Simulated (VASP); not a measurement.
# WS2 (P6_3/mmc) in VASP: a series of runs

Runs on WS2. Level: PBE. Tasks: single point.

Everything below comes from runs of VASP 6.6.1. Logs are shortened: lines on timing, memory, paths and dates and some standing lists are left out, and cuts for length are marked.

## 1. The cell of the first run

The structure is hexagonal, space group P6_3/mmc (No. 194). Conventional cell: a = 3.170 Å, b = 3.170 Å, c = 12.491 Å, α = 90.00°, β = 90.00°, γ = 120.00°. W (site symmetry -6m2) has 6 S at 2.41 Å and 6 W at 3.17 Å within 3.2 Å. Within 3.2 Å of S (site symmetry 3m) lie 3 W at 2.41 Å and 7 S at 3.13 to 3.17 Å.

## 2. Single point, PBE

The input, INCAR:

```
PREC = Accurate
ENCUT = 520
EDIFF = 1E-6
ISMEAR = -1
SIGMA = 0.02
LREAL = F
LASPH = T
NELM = 100
ALGO = Normal
ISIF = 2
LWAVE = F
LCHARG = F
GGA = PE
NBANDS = 35
```

The input, KPOINTS:

```
Automatic mesh
0
Gamma
  12 12 2
```

The input, POSCAR:

```
WS2
1.0
    3.1699462934      0.0000000000      0.0000000000
   -1.5849731467      2.7452540187      0.0000000000
    0.0000000000      0.0000000000     12.4910705525
W S
2 4
Direct
    0.3333333333      0.6666666667      0.2500000000
    0.6666666667      0.3333333333      0.7500000000
    0.6666666667      0.3333333333      0.3751079134
    0.6666666667      0.3333333333      0.1248920866
    0.3333333333      0.6666666667      0.8751079134
    0.3333333333      0.6666666667      0.6248920866
```

Potentials or basis: VASP PAW PBE potentials, release 64 (W_sv, S).

Started as:

```bash
$ cat potpaw_PBE.64/W_sv/POTCAR potpaw_PBE.64/S/POTCAR > POTCAR
$ mpirun -np 1 vasp_std > vasp.out
```

OUTCAR:

```text
PREC = Accurate
   ENCUT = 520
   EDIFF = 1E-6
   ISMEAR = -1
   LREAL = F
   LASPH = T
   NELM = 100
   ISIF = 2
   GGA = PE

 ion  position               nearest neighbor table
   1  0.333  0.667  0.250-   3 2.41   4 2.41   3 2.41   4 2.41   3 2.41   4 2.41
   2  0.667  0.333  0.750-   5 2.41   6 2.41   5 2.41   6 2.41   5 2.41   6 2.41
   3  0.667  0.333  0.375-   1 2.41   1 2.41   1 2.41
   4  0.667  0.333  0.125-   1 2.41   1 2.41   1 2.41
   5  0.333  0.667  0.875-   2 2.41   2 2.41   2 2.41
   6  0.333  0.667  0.625-   2 2.41   2 2.41   2 2.41

  LATTYP: Found a hexagonal cell.
 ALAT       =     3.1699462934
 C/A-ratio  =     3.9404675652

  Lattice vectors:

 A1 = (   3.1699462934,   0.0000000000,   0.0000000000)
 A2 = (  -1.5849731467,   2.7452540187,   0.0000000000)
 A3 = (   0.0000000000,   0.0000000000,  12.4910705525)

Analysis of symmetry for initial positions (statically):
=====================================================================
 Subroutine PRICEL returns:
 Original cell was already a primitive cell.

 Routine SETGRP: Setting up the symmetry group for a
 hexagonal supercell.

 Subroutine GETGRP returns: Found 24 space group operations
 (whereof 12 operations were pure point group operations)
 out of a pool of 24 trial point group operations.

The static configuration has the point symmetry D_3d.
 The point group associated with its full space group is D_6h.

Analysis of symmetry for dynamics (positions and initial velocities):
=====================================================================
 Subroutine PRICEL returns:
 Original cell was already a primitive cell.

 Routine SETGRP: Setting up the symmetry group for a
 hexagonal supercell.

 Subroutine GETGRP returns: Found 24 space group operations
 (whereof 12 operations were pure point group operations)
 out of a pool of 24 trial point group operations.

The dynamic configuration has the point symmetry D_3d.
 The point group associated with its full space group is D_6h.

 Subroutine INISYM returns: Found 24 space group operations
 (whereof 12 operations are pure point group operations),
 and found     1 'primitive' translations

----------------------------------------------------------------------------------------

                                     Primitive cell

  volume of cell :     108.7011

  direct lattice vectors                    reciprocal lattice vectors
     3.169946293  0.000000000  0.000000000     0.315462758  0.182132508  0.000000000
    -1.584973147  2.745254019  0.000000000     0.000000000  0.364265016  0.000000000
     0.000000000  0.000000000 12.491070553     0.000000000  0.000000000  0.080057189

  length of vectors
     3.169946293  3.169946293 12.491070553     0.364265016  0.364265016  0.080057189

  position of ions in fractional coordinates (direct lattice)
     0.333333333  0.666666667  0.250000000
     0.666666667  0.333333333  0.750000000
     0.666666667  0.333333333  0.375107913
     0.666666667  0.333333333  0.124892087
     0.333333333  0.666666667  0.875107913
     0.333333333  0.666666667  0.624892087

  ion indices of the primitive-cell ions
   primitive index   ion index
                 1           1
                 2           2
                 3           3
                 4           4
                 5           5
                 6           6

----------------------------------------------------------------------------------------

 KPOINTS: Automatic mesh

Automatic generation of k-mesh.
 Grid dimensions read from file:
 generate k-points for:   12   12    2

 Generating k-lattice:

  Cartesian coordinates                     Fractional coordinates (reciprocal lattice)
     0.026288563  0.015177709  0.000000000     0.083333333  0.000000000  0.000000000
     0.000000000  0.030355418  0.000000000     0.000000000  0.083333333  0.000000000
     0.000000000  0.000000000  0.040028595     0.000000000  0.000000000  0.500000000

  Length of vectors
     0.030355418  0.030355418  0.040028595

  Shift w.r.t. Gamma in fractional coordinates (k-lattice)
     0.000000000  0.000000000  0.000000000

 Subroutine IBZKPT returns following result:
 ===========================================

 Found     38 irreducible k-points:

 Following reciprocal coordinates:
            Coordinates               Weight
  0.000000  0.000000  0.000000      1.000000
  0.083333  0.000000  0.000000      6.000000
  0.166667  0.000000  0.000000      6.000000
  0.250000  0.000000  0.000000      6.000000
  0.333333  0.000000  0.000000      6.000000
  0.416667  0.000000  0.000000      6.000000
[... 16 lines left out ...]
  0.250000  0.000000  0.500000      6.000000
  0.333333  0.000000  0.500000      6.000000
 [... further k-points ...]
   k-points           NKPTS =     38   k-points in BZ     NKDIM =     38   number of bands    NBANDS=     35
   number of dos      NEDOS =    301   number of ions     NIONS =      6
   total plane-waves  NPLWV =  55296
   dimension x,y,z NGX =    24 NGY =   24 NGZ =   96
   dimension x,y,z NGXF=    48 NGYF=   48 NGZF=  192
   ions per type =               2   4
   NGX,Y,Z   is equivalent  to a cutoff of  12.59, 12.59, 12.78 a.u.
   NGXF,Y,Z  is equivalent  to a cutoff of  25.17, 25.17, 25.55 a.u.
 SYSTEM =  unknown system
   PREC   = accura    normal or accurate (medium, high low for compatibility)
   ISTART =      0    job   : 0-new  1-cont  2-samecut
   ICHARG =      2    charge: 1-file 2-atom 10-const
   ISPIN  =      1    spin polarized calculation?
   LNONCOLLINEAR =      F non collinear calculations
   LSORBIT =      F    spin-orbit coupling
   LASPH  =      T    aspherical Exc in radial PAW
   ENCUT  =  520.0 eV  38.22 Ry    6.18 a.u.   5.89  5.89 23.23*2*pi/ulx,y,z
   NELM   =    100;   NELMIN=  2; NELMDL= -5     # of ELM steps
   EDIFF  = 0.1E-05   stopping-criterion for ELM
   LREAL  =      F    real-space projection
   EDIFFG = 0.1E-04   stopping-criterion for IOM
   NSW    =      0    number of steps for IOM
   IBRION =     -1    ionic relax: 0-MD 1-quasi-New 2-CG
   NFREE  =      0    steps in history (QN), initial steepest desc. (CG)
   ISIF   =      2    stress and relaxation
   ISYM   =      2    0-nonsym 1-usesym 2-fastsym
   POTIM  = 0.5000    time-step for ionic-motion
   TEBEG  =    0.0;   TEEND  =   0.0 temperature during run
   PSTRESS=    0.0 pullay stress
   NELECT =      52.0000    total number of electrons
   NUPDOWN=      -1.0000    fix difference up-down
   EMIN   =  10.00;   EMAX   =-10.00  energy-range for DOS
   EFERMI =   0.00;   METHOD = LEGACY
   ISMEAR =    -1;   SIGMA  =   0.02  broadening in eV -4-tet -1-fermi 0-gaus
   EFERMI_NEDOS =   21; number of points for ismear=-14 and -15
   IALGO  =     38    algorithm
   IMIX   =      4    mixing-type and parameters
     AMIX     =   0.40;   BMIX     =  1.00
     AMIX_MAG =   1.60;   BMIX_MAG =  1.00
  volume/ion in A,a.u.               =      18.12       122.26
  Fermi-wavevector in a.u.,A,eV,Ry     =   1.280357  2.419525 22.304239  1.639315
  Thomas-Fermi vector in A             =   2.412790
   LORBIT       =      0    0 simple, 1 ext, 2 COOP (PROOUT), +10 PAW based schemes
   GGA     = PE    functional components
   LHFCALC =     F    Hartree Fock is set to
   AEXX    =    0.0000 exact exchange contribution
   IVDW    =     0    specifies the selected vdW correction
   LEPSILON=     F    determine dielectric tensor
   LRPA    =     F    only Hartree local field effects (RPA)
 non-spin polarized calculation
  energy-cutoff  :      520.00
  volume of cell :      108.70
 maximum number of plane-waves:      2947
 NGX is ok and might be reduce to    24
   NGX = 11   NGY = 11   NGZ = 47

 number of electron      52.0000003 magnetization

 Free energy of the ion-electron system (eV)
  ---------------------------------------------------
  ext. energy  EPLUGINS =         0.00000000
  ---------------------------------------------------
  free energy    TOTEN  =       -47.27012608 eV

  energy without entropy =      -47.27012608  energy(sigma->0) =      -47.27012608

 E-fermi :   7.7988     XC(G=0): -10.8092

 val. band max:        7.1929210564   @ k =   0.0000   0.0000   0.0000
 cond. band min:       8.2547596818   @ k =   0.1667   0.1667   0.0000
 fundamental gap:      1.0618386254
 Fermi energy:         7.7987733601

 k-point     1 :       0.0000    0.0000    0.0000
  band No.  band energies     occupation
      1     -67.4169      2.00000
      2     -67.4169      2.00000
      3     -31.6652      2.00000
      4     -31.6652      2.00000
      5     -31.5059      2.00000
      6     -31.5059      2.00000
[... 27 lines left out ...]
     34       9.7333      0.00000
     35      11.8902      0.00000

 k-point     2 :       0.0833    0.0000    0.0000
  band No.  band energies     occupation
      1     -67.4157      2.00000
      2     -67.4157      2.00000
      3     -31.6609      2.00000
      4     -31.6609      2.00000
      5     -31.5298      2.00000
      6     -31.5298      2.00000
[... 27 lines left out ...]
     34       9.7285      0.00000
     35      12.4314      0.00000

 k-point     3 :       0.1667    0.0000    0.0000
  band No.  band energies     occupation
      1     -67.4124      2.00000
      2     -67.4124      2.00000
      3     -31.6492      2.00000
      4     -31.6492      2.00000
      5     -31.5945      2.00000
      6     -31.5945      2.00000
[... 27 lines left out ...]
     34      10.2613      0.00000
     35      13.5079      0.00000

 k-point     4 :       0.2500    0.0000    0.0000
  band No.  band energies     occupation
      1     -67.4080      2.00000
      2     -67.4080      2.00000
      3     -31.6817      2.00000
      4     -31.6817      2.00000
      5     -31.6331      2.00000
      6     -31.6331      2.00000
[... 27 lines left out ...]
     34      10.8260      0.00000
     35      13.9696      0.00000

 k-point     5 :       0.3333    0.0000    0.0000
  band No.  band energies     occupation
      1     -67.4036      2.00000
      2     -67.4036      2.00000
      3     -31.7677      2.00000
      4     -31.7677      2.00000
      5     -31.6169      2.00000
      6     -31.6169      2.00000
[... 638 lines left out ...]
 k-point    22 :       0.1667    0.0000    0.5000
  band No.  band energies     occupation
      1     -67.4124      2.00000
      2     -67.4124      2.00000
      3     -31.6492      2.00000
      4     -31.6492      2.00000
      5     -31.5945      2.00000
      6     -31.5945      2.00000
[... 27 lines left out ...]
     34      10.2138      0.00000
     35      13.6613      0.00000

 k-point    23 :       0.2500    0.0000    0.5000
  band No.  band energies     occupation
      1     -67.4080      2.00000
      2     -67.4080      2.00000
      3     -31.6817      2.00000
      4     -31.6817      2.00000
      5     -31.6331      2.00000
      6     -31.6331      2.00000
[... 27 lines left out ...]
     34      10.7290      0.00000
     35      13.8933      0.00000

 k-point    24 :       0.3333    0.0000    0.5000
  band No.  band energies     occupation
      1     -67.4036      2.00000
      2     -67.4036      2.00000
      3     -31.7677      2.00000
      4     -31.7677      2.00000
      5     -31.6169      2.00000
      6     -31.6169      2.00000
[... 27 lines left out ...]
     34      11.0973      0.00000
     35      13.1791      0.00000

 [... further k-points ...]

------------------------ aborting loop because EDIFF is reached ----------------------------------------

  FORCE on cell =-STRESS in cart. coord.  units (eV):
  Direction    XX          YY          ZZ          XY          YZ          ZX
  --------------------------------------------------------------------------------------
  -------------------------------------------------------------------------------------
  Total        1.8940763      1.8940763      2.8258409      0.0000000      0.0000000     -0.0000000
  in kB       27.9173352     27.9173352     41.6508803      0.0000000      0.0000000     -0.0000000
  external PRESSURE =      32.4951836 kB  Pullay stress =       0.0000000 kB

 VOLUME and BASIS-vectors are now :
 -----------------------------------------------------------------------------
  energy-cutoff  :      520.00
  volume of cell :      108.70
      direct lattice vectors                 reciprocal lattice vectors
     3.169946293  0.000000000  0.000000000     0.315462758  0.182132508  0.000000000
    -1.584973147  2.745254019  0.000000000     0.000000000  0.364265016  0.000000000
     0.000000000  0.000000000 12.491070553     0.000000000  0.000000000  0.080057189

 POSITION                                       TOTAL-FORCE (eV/Angst)
 -----------------------------------------------------------------------------------
     -0.00000      1.83017      3.12277         0.000000      0.000000      0.000000
      1.58497      0.91508      9.36830        -0.000000     -0.000000      0.000000
      1.58497      0.91508      4.68550         0.000000     -0.000000      0.197964
      1.58497      0.91508      1.56004         0.000000     -0.000000     -0.197964
     -0.00000      1.83017     10.93103        -0.000000      0.000000      0.197964
     -0.00000      1.83017      7.80557        -0.000000      0.000000     -0.197964
 -----------------------------------------------------------------------------------
    total drift:                               -0.000000      0.000000     -0.000000

  FREE ENERGIE OF THE ION-ELECTRON SYSTEM (eV)
  ---------------------------------------------------
  free  energy   TOTEN  =       -47.2701260797 eV

  energy  without entropy=      -47.2701260797  energy(sigma->0) =      -47.27012608
```

Run time: 65 s. Hardware: 1 thread of Intel Xeon 6975P-C (Granite Rapids), shared host; peak memory 0.28 GiB.

What came out:

```yaml
Free_energy: -47.2701 eV
Pressure: 3.2 GPa
Largest_force: 0.198 eV/Å
Band_gap_on_the_k_mesh: 1.06 eV, indirect (least direct gap 1.78 eV)
```

Forces in eV/Å, atoms in the order of the input:
```
W    0.000  0.000  0.000
W    0.000  0.000  0.000
S    0.000  0.000  0.198
S    0.000  0.000 -0.198
S    0.000  0.000  0.198
S    0.000  0.000 -0.198
```

Caveat: spin-orbit coupling is left out, which moves the levels of the heavy elements; this functional lacks dispersion, which binds the layers, so the pressure and a relaxed spacing across them are unreliable. A hybrid or GW would open this gap; PBE tends to underestimate it.

## 3. Single point, PBE (strain +1.0%)

The input, INCAR:

```
PREC = Accurate ; ENCUT = 520
EDIFF = 1E-7 ; ISMEAR = -1
SIGMA = 0.02 ; LREAL = False
LASPH = True ; NELM = 60
ALGO = Normal ; ISIF = 2
LWAVE = False ; LCHARG = True
GGA = PE ; LELF = True
LVHAR = True ; NBANDS = 35
```

KPOINTS is that of step 2.

The input, POSCAR:

```
WS2
1.0
    3.2016457563      0.0000000000      0.0000000000
   -1.6008228781      2.7727065589      0.0000000000
    0.0000000000      0.0000000000     12.6159812580
W S
2 4
Direct
    0.3333333333      0.6666666667      0.2500000000
    0.6666666667      0.3333333333      0.7500000000
    0.6666666667      0.3333333333      0.3731200113
    0.6666666667      0.3333333333      0.1268799887
    0.3333333333      0.6666666667      0.8731200113
    0.3333333333      0.6666666667      0.6268799887
```

Potentials or basis: VASP PAW PBE potentials, release 64 (W_sv, S).

Started as:

```bash
$ cat potpaw_PBE.64/W_sv/POTCAR potpaw_PBE.64/S/POTCAR > POTCAR
$ mpirun -np 1 vasp_std > vasp.out
```

Run time: 74 s. Hardware: 1 thread of Intel Xeon 6975P-C (Granite Rapids), shared host; peak memory 0.28 GiB.

Results (log left out):

| Item | Value |
| --- | --- |
| Free energy | -47.2953 eV |
| Pressure | 1.0 GPa |
| Largest force | 0.184 eV/Å |
| Band gap on the k mesh | 1.06 eV, indirect (least direct gap 1.66 eV) |

Forces in eV/Å, atoms in the order of the input:
```
W    0.000  0.000  0.000
W    0.000  0.000  0.000
S    0.000  0.000  0.184
S    0.000  0.000 -0.184
S    0.000  0.000  0.184
S    0.000  0.000 -0.184
```

Stress tensor (GPa, compression positive):
```
-0.23  0.00  0.00
 0.00 -0.23  0.00
 0.00  0.00  3.37
```

Levels at points of the mesh, in eV from the valence-band top:
```tsv
k point	band 24	band 25	band 26	band 27	band 28	band 29
(0.00, 0.00, 0.00)	-1.61	-0.99	0.00	2.19	2.19	2.19
(0.50, 0.00, 0.00)	-1.94	-1.65	-1.50	2.10	2.13	2.50
(0.00, 0.00, 0.50)	-2.36	-0.29	-0.29	2.19	2.19	2.19
(0.50, 0.00, 0.50)	-2.01	-1.57	-1.57	2.11	2.11	2.60
```

Caveat: the cell differs from its parent crystal (strain +1.0%); spin-orbit coupling is left out, which moves the levels of the heavy elements; this functional lacks dispersion, which binds the layers, so the pressure and a relaxed spacing across them are unreliable. A k mesh can miss the band edges.

(Part 1 of 2 ends here.)
